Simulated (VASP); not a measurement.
# Se (Fd-3m) in VASP: single point with PBE

Aim: the single point of Se with PBE.

All numbers are computed with VASP 6.6.1; they aren't measurements. Logs are shortened: lines on timing, memory, paths and dates and some standing lists are left out, and cuts for length are marked.

### Step 1. The cell of the first run

The structure is cubic, space group Fd-3m (No. 227). Conventional cell: a = 6.710 Å, b = 6.710 Å, c = 6.710 Å, α = 90.00°, β = 90.00°, γ = 90.00°. Se (site symmetry -43m) has 4 Se at 2.91 Å within 3.8 Å.

### Step 2. Single point, PBE (O replaced by Se, lengths x 1.491, strained)

INCAR reads:

```
ALGO = Normal ; EDIFF = 1E-6
ENCUT = 520 ; GGA = PE
ISIF = 2 ; ISMEAR = 0
LASPH = True ; LCHARG = False
LREAL = False ; LWAVE = False
NBANDS = 13 ; NELM = 60
PREC = Accurate ; SIGMA = 0.1
```

KPOINTS reads:

```
k-points
0
Gamma
  12 12 12
```

POSCAR reads:

```
Se
1.0
    0.0000000000      3.3548131239      3.3548131239
    3.3548131239      0.0000000000      3.3548131239
    3.3548131239      3.3548131239      0.0000000000
Se
2
Direct
    0.2500000000      0.2500000000      0.2500000000
    0.0000000000      0.0000000000      0.0000000000
```

Potentials or basis: VASP PAW PBE potentials, release 64 (Se).

Started as:

```console
$ cat potpaw_PBE.64/Se/POTCAR > POTCAR
$ mpirun -np 1 vasp_std > vasp.out
```

OUTCAR:

```text
EDIFF = 1E-6
   ENCUT = 520
   GGA = PE
   ISIF = 2
   ISMEAR = 0
   LASPH = True
   LREAL = False
   NELM = 60
   PREC = Accurate

 ion  position               nearest neighbor table
   1  0.250  0.250  0.250-
   2  0.000  0.000  0.000-

  LATTYP: Found a face centered cubic cell.
 ALAT       =     6.7096262478

  Lattice vectors:

 A1 = (   0.0000000000,   3.3548131239,   3.3548131239)
 A2 = (   3.3548131239,   0.0000000000,   3.3548131239)
 A3 = (   3.3548131239,   3.3548131239,   0.0000000000)

Analysis of symmetry for initial positions (statically):
=====================================================================
 Subroutine PRICEL returns:
 Original cell was already a primitive cell.

 Routine SETGRP: Setting up the symmetry group for a
 face centered cubic supercell.

 Subroutine GETGRP returns: Found 48 space group operations
 (whereof 24 operations were pure point group operations)
 out of a pool of 48 trial point group operations.

The static configuration has the point symmetry T_d .
 The point group associated with its full space group is O_h .

Analysis of symmetry for dynamics (positions and initial velocities):
=====================================================================
 Subroutine PRICEL returns:
 Original cell was already a primitive cell.

 Routine SETGRP: Setting up the symmetry group for a
 face centered cubic supercell.

 Subroutine GETGRP returns: Found 48 space group operations
 (whereof 24 operations were pure point group operations)
 out of a pool of 48 trial point group operations.

The dynamic configuration has the point symmetry T_d .
 The point group associated with its full space group is O_h .

 Subroutine INISYM returns: Found 48 space group operations
 (whereof 24 operations are pure point group operations),
 and found     1 'primitive' translations

----------------------------------------------------------------------------------------

                                     Primitive cell

  volume of cell :      75.5153

  direct lattice vectors                    reciprocal lattice vectors
     0.000000000  3.354813124  3.354813124    -0.149039598  0.149039598  0.149039598
     3.354813124  0.000000000  3.354813124     0.149039598 -0.149039598  0.149039598
     3.354813124  3.354813124  0.000000000     0.149039598  0.149039598 -0.149039598

  length of vectors
     4.744422219  4.744422219  4.744422219     0.258144156  0.258144156  0.258144156

[... 89 lines left out ...]
   TEBEG  =    0.0;   TEEND  =   0.0 temperature during run
   PSTRESS=    0.0 pullay stress
   NELECT =      12.0000    total number of electrons
   NUPDOWN=      -1.0000    fix difference up-down
   EMIN   =  10.00;   EMAX   =-10.00  energy-range for DOS
   EFERMI =   0.00;   METHOD = LEGACY
   ISMEAR =     0;   SIGMA  =   0.10  broadening in eV -4-tet -1-fermi 0-gaus
   EFERMI_NEDOS =   21; number of points for ismear=-14 and -15
   IALGO  =     38    algorithm
   IMIX   =      4    mixing-type and parameters
     AMIX     =   0.40;   BMIX     =  1.00
     AMIX_MAG =   1.60;   BMIX_MAG =  1.00
  volume/ion in A,a.u.               =      37.76       254.80
  Fermi-wavevector in a.u.,A,eV,Ry     =   0.886728  1.675672 10.698069  0.786286
  Thomas-Fermi vector in A             =   2.007932
   LORBIT       =      0    0 simple, 1 ext, 2 COOP (PROOUT), +10 PAW based schemes
   GGA     = PE    functional components
   LHFCALC =     F    Hartree Fock is set to
   AEXX    =    0.0000 exact exchange contribution
   IVDW    =     0    specifies the selected vdW correction
   LEPSILON=     F    determine dielectric tensor
   LRPA    =     F    only Hartree local field effects (RPA)
 non-spin polarized calculation
 Gauss-broadening in eV      SIGMA  =   0.10
  energy-cutoff  :      520.00
  volume of cell :       75.52
 maximum number of plane-waves:      2085
   NGX = 17   NGY = 17   NGZ = 17

 number of electron      11.9999998 magnetization

 Free energy of the ion-electron system (eV)
  ---------------------------------------------------
  ext. energy  EPLUGINS =         0.00000000
  ---------------------------------------------------
  free energy    TOTEN  =        -5.79555682 eV

  energy without entropy =       -5.78682113  energy(sigma->0) =       -5.79118897

 E-fermi :   0.5788     XC(G=0):  -7.4384

 val. band max:        0.5740426476   @ k =  -0.2500   0.0833   0.0000
 cond. band min:       0.5978375338   @ k =  -0.4167   0.1667   0.0000
 fundamental gap:      0.0237948863
 Fermi energy:         0.5787936905

 k-point     1 :       0.0000    0.0000    0.0000
  band No.  band energies     occupation
      1     -13.5959      2.00000
      2     -10.0462      2.00000
      3      -2.1972      2.00000
      4      -2.1972      2.00000
      5      -2.1972      2.00000
      6       0.0746      2.00000
      7       0.0746      2.00000
      8       0.0746      2.00000
      9       5.0920      0.00000
     10       8.4729      0.00000
     11       8.4729      0.00000
     12      10.1203      0.00000
     13      10.1203      0.00000
[... 354 lines left out ...]
  band No.  band energies     occupation
      1     -12.7536      2.00000
      2     -11.3667      2.00000
      3      -3.4577      2.00000
      4      -2.8700      2.00000
      5      -1.9269      2.00000
      6       0.5978      0.78768
      7       1.1589      0.00000
      8       1.7332      0.00000
      9       6.8520      0.00000
     10       7.6871      0.00000
     11       8.2320      0.00000
     12       9.2428      0.00000
     13      11.0684      0.00000

 [... further k-points ...]

------------------------ aborting loop because EDIFF is reached ----------------------------------------

  FORCE on cell =-STRESS in cart. coord.  units (eV):
  Direction    XX          YY          ZZ          XY          YZ          ZX
  --------------------------------------------------------------------------------------
  -------------------------------------------------------------------------------------
  Total       -2.1985656     -2.1985656     -2.1985656      0.0000000     -0.0000000      0.0000000
  in kB      -46.6460655    -46.6460655    -46.6460655      0.0000000     -0.0000000      0.0000000
  external PRESSURE =     -46.6460655 kB  Pullay stress =       0.0000000 kB

 VOLUME and BASIS-vectors are now :
 -----------------------------------------------------------------------------
  energy-cutoff  :      520.00
  volume of cell :       75.52
      direct lattice vectors                 reciprocal lattice vectors
     0.000000000  3.354813124  3.354813124    -0.149039598  0.149039598  0.149039598
     3.354813124  0.000000000  3.354813124     0.149039598 -0.149039598  0.149039598
     3.354813124  3.354813124  0.000000000     0.149039598  0.149039598 -0.149039598

 POSITION                                       TOTAL-FORCE (eV/Angst)
 -----------------------------------------------------------------------------------
      1.67741      1.67741      1.67741         0.000000     -0.000000     -0.000000
      0.00000      0.00000      0.00000        -0.000000      0.000000      0.000000
 -----------------------------------------------------------------------------------
    total drift:                                0.000000      0.000000      0.000000

  FREE ENERGIE OF THE ION-ELECTRON SYSTEM (eV)
  ---------------------------------------------------
  free  energy   TOTEN  =        -5.7955568189 eV

  energy  without entropy=       -5.7868211299  energy(sigma->0) =       -5.79118897
```

stdout:

```text
POSCAR found type information on POSCAR Se
 POSCAR found :  1 types and       2 ions
 scaLAPACK will be used
 LDA part: xc-table for (Slater+PW92), standard interpolation
 POSCAR, INCAR and KPOINTS ok, starting setup
 FFT: planning ... GRIDC
 FFT: planning ... GRID_SOFT
 FFT: planning ... GRID
 WAVECAR not read
 entering main loop
```

It took 49 s on 1 thread of AMD EPYC 7R13 (Zen 3), shared host; peak memory 0.2 GiB.

Results:

```
Free energy            : -5.7956 eV
Pressure               : -4.7 GPa
Band gap on the k mesh : zero (band 6 reaches 0.92 eV, above the bottom of band 7 at 0.07 eV)
```

Levels at points of the mesh, in eV from the Fermi level:
```tsv
k point	band 2	band 3	band 4	band 5	band 6	band 7	band 8	band 9	band 10	band 11
(0.00, 0.00, 0.00)	-10.62	-2.78	-2.78	-2.78	-0.50	-0.50	-0.50	4.51	7.89	7.89
(0.50, 0.00, 0.00)	-11.80	-3.42	-3.33	-3.33	0.34	0.34	1.06	6.89	7.00	7.98
(0.50, 0.50, 0.00)	-12.68	-3.93	-3.93	-1.60	-1.60	1.61	1.61	6.25	6.25	9.72
```

Caveat: the cell differs from its parent crystal (O replaced by Se, lengths x 1.491, strained).
